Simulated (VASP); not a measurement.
# RuC18 in VASP: further runs, part 2 of 2

VASP 6.6.1. Earlier steps stand in the parts before.

## 4. Single point, PBE+D3(BJ)

INCAR reads:

```
SYSTEM = RuC18
PREC = Accurate ; ENCUT = 520
EDIFF = 1E-6 ; ISMEAR = -1
SIGMA = 0.05 ; LREAL = Auto
LASPH = .True. ; NELM = 80
ALGO = Normal ; ISIF = 2
LWAVE = .False. ; LCHARG = .False.
GGA = PE ; IVDW = 12
NBANDS = 58
```

KPOINTS reads:

```
Automatic mesh
0
Gamma
  2 2 1
  0 0 0
```

POSCAR reads:

```
RuC18
1.0
    7.3980000000      0.0000000000      0.0000000000
   -3.6990000000      6.4068560000      0.0000000000
    0.0000000000      0.0000000000     11.0000000000
C Ru
18 1
Direct
   -0.0029384686     -0.0127817763      0.0961454545
    0.2181883156      0.0985823624      0.0923831818
   -0.0013674025      0.3216393501      0.0923284545
    0.2197118511      0.4321547105      0.0898683636
   -0.0029343025      0.6544236362      0.0960778182
    0.2181818624      0.7641915161      0.0922326364
    0.3272312302     -0.0140995833      0.0900601818
    0.5500890232      0.0973361973      0.0804003636
    0.3302819811      0.3211987284      0.0906855455
    0.5510778790      0.4326710324      0.0946839091
    0.3302574270      0.6536475925      0.0905252727
    0.5510544726      0.7628961850      0.0943810909
    0.6629053088     -0.0130082524      0.0954145455
    0.8872986494      0.0992780234      0.0961061818
    0.6629283115      0.3203886586      0.0959216364
    0.8873221513      0.4326329482      0.0961117273
    0.6629303584      0.6537320333      0.0963818182
    0.8857701964      0.7651873243      0.0964643636
    0.6296732150      1.1349711934      0.2574640909
```

Potentials or basis: VASP PAW PBE potentials, release 64 (C, Ru_pv).

Run with:

```
> cat potpaw_PBE.64/C/POTCAR potpaw_PBE.64/Ru_pv/POTCAR > POTCAR
> mpirun -np 1 vasp_std > vasp.out
```

OUTCAR:

```text
SYSTEM = RuC18
   PREC = Accurate
   ENCUT = 520
   EDIFF = 1E-6
   ISMEAR = -1
   LREAL = Auto
   LASPH = .True.
   NELM = 80
   ISIF = 2
   GGA = PE
   IVDW = 12
 IVDW          = 12

 ion  position               nearest neighbor table
   1  0.997  0.987  0.096-   2 1.42  14 1.42  18 1.42
   2  0.218  0.099  0.092-   1 1.42   7 1.42   9 1.43
   3  0.999  0.322  0.092-   4 1.42  16 1.42  14 1.43
   4  0.220  0.432  0.090-   3 1.42  11 1.42   9 1.42
   5  0.997  0.654  0.096-   6 1.42  16 1.42  18 1.42
   6  0.218  0.764  0.092-   5 1.42   7 1.42  11 1.43
   7  0.327  0.986  0.090-   6 1.42   2 1.42   8 1.43  19 2.67
   8  0.550  0.097  0.080-   7 1.43  15 1.44  13 1.44  19 2.01
   9  0.330  0.321  0.091-  10 1.42   4 1.42   2 1.43
  10  0.551  0.433  0.095-   9 1.42  17 1.42  15 1.44
  11  0.330  0.654  0.091-  12 1.42   4 1.42   6 1.43
  12  0.551  0.763  0.094-  11 1.42  17 1.42  13 1.44
  13  0.663  0.987  0.095-  12 1.44  14 1.44   8 1.44  19 2.17
  14  0.887  0.099  0.096-   1 1.42   3 1.43  13 1.44  19 2.71
  15  0.663  0.320  0.096-  10 1.44  16 1.44   8 1.44  19 2.18
  16  0.887  0.433  0.096-   5 1.42   3 1.42  15 1.44
  17  0.663  0.654  0.096-  12 1.42  10 1.42  18 1.43
  18  0.886  0.765  0.096-   1 1.42   5 1.42  17 1.43
  19  0.630  0.135  0.257-   8 2.01  13 2.17  15 2.18   7 2.67  14 2.71

  LATTYP: Found a hexagonal cell.
 ALAT       =     7.3980000000
 C/A-ratio  =     1.4868883482

  Lattice vectors:

 A1 = (   7.3980000000,   0.0000000000,   0.0000000000)
 A2 = (  -3.6990000000,   6.4068560000,   0.0000000000)
 A3 = (   0.0000000000,   0.0000000000,  11.0000000000)

Analysis of symmetry for initial positions (statically):
=====================================================================
 Subroutine PRICEL returns:
 Original cell was already a primitive cell.

 Routine SETGRP: Setting up the symmetry group for a
 hexagonal supercell.

[... 154 lines left out ...]
  Thomas-Fermi vector in A             =   2.020454
   LORBIT       =      0    0 simple, 1 ext, 2 COOP (PROOUT), +10 PAW based schemes
   GGA     = PE    functional components
   LHFCALC =     F    Hartree Fock is set to
   AEXX    =    0.0000 exact exchange contribution
   IVDW    =    12    specifies the selected vdW correction
   LEPSILON=     F    determine dielectric tensor
   LRPA    =     F    only Hartree local field effects (RPA)
 non-spin polarized calculation
  energy-cutoff  :      520.00
  volume of cell :      521.38
 maximum number of plane-waves:     14099
 NGX is ok and might be reduce to    56
   NGX = 27   NGY = 27   NGZ = 41

 number of electron      85.9999996 magnetization

 Free energy of the ion-electron system (eV)
  ---------------------------------------------------
  ext. energy  EPLUGINS =         0.00000000
  ---------------------------------------------------
  free energy    TOTEN  =      -169.32151439 eV

  energy without entropy =     -169.26181025  energy(sigma->0) =     -169.29166232

 E-fermi :  -0.6658     XC(G=0):  -4.4654

 val. band max:       -0.6922394091   @ k =   0.5000  -0.0000   0.0000
 cond. band min:      -0.5984905631   @ k =   0.0000   0.5000   0.0000
 fundamental gap:      0.0937488459
 Fermi energy:        -0.6658067906

 k-point     1 :       0.0000    0.0000    0.0000
  band No.  band energies     occupation
      1     -42.5607      2.00000
      2     -42.1778      2.00000
      3     -42.1026      2.00000
      4     -20.4092      2.00000
      5     -18.0503      2.00000
      6     -17.8598      2.00000
[... 221 lines left out ...]
     54       4.1259      0.00000
     55       4.4052      0.00000
 [bands above 55 left out]

------------------------ aborting loop because EDIFF is reached ----------------------------------------

 Edisp (eV)   -1.91238

 E8    (eV) :    -0.6296

  FORCE on cell =-STRESS in cart. coord.  units (eV):
  Direction    XX          YY          ZZ          XY          YZ          ZX
  --------------------------------------------------------------------------------------
  -------------------------------------------------------------------------------------
  Total       5.39799     5.04601    -0.16426     0.35904     0.70476     1.12030
  in kB      16.58788    15.50625    -0.50477     1.10331     2.16572     3.44266
  external pressure =       10.53 kB  Pullay stress =        0.00 kB

 VOLUME and BASIS-vectors are now :
 -----------------------------------------------------------------------------
  energy-cutoff  :      520.00
  volume of cell :      521.38
      direct lattice vectors                 reciprocal lattice vectors
     7.398000000  0.000000000  0.000000000     0.135171668  0.078041398  0.000000000
    -3.699000000  6.406856000  0.000000000     0.000000000  0.156082796  0.000000000
     0.000000000  0.000000000 11.000000000     0.000000000  0.000000000  0.090909091

 POSITION                                       TOTAL-FORCE (eV/Angst)
 -----------------------------------------------------------------------------------
      3.72454      6.32496      1.05760        -0.018565     -0.030444      0.007349
      1.24950      0.63160      1.01621        -0.024876     -0.035055     -0.039704
      6.19814      2.06070      1.01561        -0.027346     -0.014826      0.021268
      0.02689      2.76875      0.98855        -0.029691     -0.019353      0.019463
      4.95558      4.19280      1.05686        -0.038262     -0.006086      0.000625
     -1.21264      4.89607      1.01456        -0.038289     -0.009326     -0.038141
[... 11 lines left out ...]
      3.72250      4.90244      1.06111        -0.026906     -0.015284     -0.003256
      4.15906      0.86474      2.83210         0.617478      0.388020      0.026240
 -----------------------------------------------------------------------------------
    total drift:                               -0.008975     -0.000520      0.022098

  FREE ENERGIE OF THE ION-ELECTRON SYSTEM (eV)
  ---------------------------------------------------
  free  energy   TOTEN  =      -171.2338981810 eV

  energy  without entropy=     -171.1741940470  energy(sigma->0) =     -171.20404611
```

stdout:

```text
POSCAR found type information on POSCAR C Ru
 POSCAR found :  2 types and      19 ions
 scaLAPACK will be used
 LDA part: xc-table for (Slater+PW92), standard interpolation
 POSCAR, INCAR and KPOINTS ok, starting setup
 FFT: planning ... GRIDC
 FFT: planning ... GRID_SOFT
 FFT: planning ... GRID
 WAVECAR not read
 entering main loop
```

It took 3.7 min on 1 thread of AMD EPYC 9R45 (Zen 5), shared host; peak memory 0.52 GiB.

What came out:

* Free energy: -171.2339 eV
* Largest force: 0.730 eV/Å
* Band gap on the k mesh: zero (band 43 reaches -0.56 eV, above the bottom of band 44 at -0.69 eV)
* Dispersion energy per atom: -0.101 eV

Forces on the atoms (eV/Å):
```
C   -0.019 -0.030  0.007
C   -0.025 -0.035 -0.040
C   -0.027 -0.015  0.021
C   -0.030 -0.019  0.019
C   -0.038 -0.006  0.001
C   -0.038 -0.009 -0.038
C   -0.068 -0.035 -0.095
C   -0.066 -0.035  0.031
C   -0.021 -0.023 -0.006
C   -0.028 -0.024  0.002
C   -0.027 -0.018 -0.010
C   -0.034 -0.031 -0.003
C   -0.031 -0.024 -0.003
C   -0.035 -0.017  0.039
C   -0.036 -0.019  0.010
C   -0.033 -0.011  0.028
C   -0.034 -0.020  0.013
C   -0.027 -0.015 -0.003
Ru   0.617  0.388  0.026
```

Levels at points of the mesh, in eV from the Fermi level:
```csv
k point,band 40,band 41,band 42,band 43,band 44,band 45,band 46,band 47
"(0.00, 0.00, 0.00)",-1.15,-0.71,-0.59,0.11,0.55,0.66,0.98,1.15
"(0.50, 0.00, 0.00)",-0.90,-0.61,-0.49,-0.10,-0.03,1.24,1.68,2.42
"(0.00, 0.50, 0.00)",-0.74,-0.64,-0.54,-0.26,0.07,1.23,1.78,2.38
"(0.50, 0.50, 0.00)",-0.74,-0.63,-0.54,-0.27,0.07,1.22,1.79,2.38
```

Caveat: the k points lie up to 0.49 Å⁻¹ apart.

## 5. Single point, PBE+D3(BJ)

INCAR reads:

```
SYSTEM = RuC18
PREC = Accurate
ENCUT = 520
EDIFF = 1E-6
ISMEAR = -1
SIGMA = 0.05
LREAL = Auto
LASPH = .TRUE.
NELM = 80
ALGO = Normal
ISIF = 2
LWAVE = .FALSE.
LCHARG = .FALSE.
GGA = PE
IVDW = 12
NBANDS = 58
```

KPOINTS reads:

```
Automatic mesh
0
G
  2 2 1
  0 0 0
```

POSCAR reads:

```
RuC18
1.0
    7.3980000000      0.0000000000      0.0000000000
   -3.6990000000      6.4068560000      0.0000000000
    0.0000000000      0.0000000000     11.0000000000
C Ru
18 1
Direct
   -0.0035115520     -0.0122120741      0.0966795455
    0.2173979220      0.0991497234      0.0926395455
   -0.0023855601      0.3225305829      0.0941042727
    0.2193020786      0.4333503047      0.0924185455
   -0.0035024949      0.6560863862      0.0965693636
    0.2174057020      0.7656402766      0.0924786364
    0.3258118488     -0.0133995520      0.0896024545
    0.5486891244      0.0980284246      0.0838718182
    0.3294691356      0.3221513017      0.0920788182
    0.5502531754      0.4338642854      0.0946457273
    0.3294442564      0.6546911621      0.0918910909
    0.5502276671      0.7637059425      0.0943655455
    0.6616372131     -0.0127507158      0.0924657273
    0.8854950514      0.0997632848      0.0968590000
    0.6616904029      0.3217203571      0.0928997273
    0.8855635645      0.4331857935      0.0968160000
    0.6621645684      0.6547554682      0.0964824545
    0.8853644372      0.7663822942      0.0966324545
    0.7027012529      1.1739542765      0.2501358182
```

Run with:

```
> cat potpaw_PBE.64/C/POTCAR potpaw_PBE.64/Ru_pv/POTCAR > POTCAR
> mpirun -np 1 vasp_std > vasp.out
```

Run time: 3.2 min. Hardware: 1 thread of AMD EPYC 9R45 (Zen 5), shared host; peak memory 0.52 GiB.

Results (log left out):

```yaml
Free_energy: -171.6492 eV
Largest_force: 0.891 eV/Å
Band_gap_on_the_k_mesh: zero (band 43 reaches -0.18 eV, above the bottom of band 44 at -0.43 eV)
Dispersion_energy_per_atom: -0.099 eV
```

Forces in eV/Å, atoms in the order of the input:
```
C   -0.028 -0.035  0.015
C   -0.042 -0.032 -0.002
C   -0.043 -0.022  0.035
C   -0.035 -0.021  0.053
C   -0.045 -0.013  0.011
C   -0.042 -0.015  0.000
C   -0.053 -0.028 -0.009
C   -0.059 -0.036  0.063
C   -0.036 -0.034  0.027
C   -0.040 -0.026 -0.004
C   -0.038 -0.024  0.028
C   -0.036 -0.030  0.000
C   -0.034 -0.040 -0.070
C   -0.042 -0.032  0.019
C   -0.056 -0.012 -0.067
C   -0.050 -0.020  0.013
C   -0.039 -0.020  0.009
C   -0.036 -0.016  0.009
Ru   0.757  0.453 -0.130
```

Levels at points of the mesh, in eV from the Fermi level:
| k point | band 41 | band 42 | band 43 | band 44 | band 45 | band 46 |
| --- | --- | --- | --- | --- | --- | --- |
| (0.00, 0.00, 0.00) | -1.45 | -1.07 | 0.24 | 0.25 | 0.61 | 0.72 |
| (0.50, 0.00, 0.00) | -1.03 | -0.95 | -0.28 | -0.01 | 1.00 | 1.50 |
| (0.00, 0.50, 0.00) | -1.06 | -0.93 | -0.37 | 0.06 | 1.01 | 1.55 |
| (0.50, 0.50, 0.00) | -1.06 | -0.93 | -0.37 | 0.07 | 1.01 | 1.55 |

Caveat: the k points lie up to 0.49 Å⁻¹ apart.
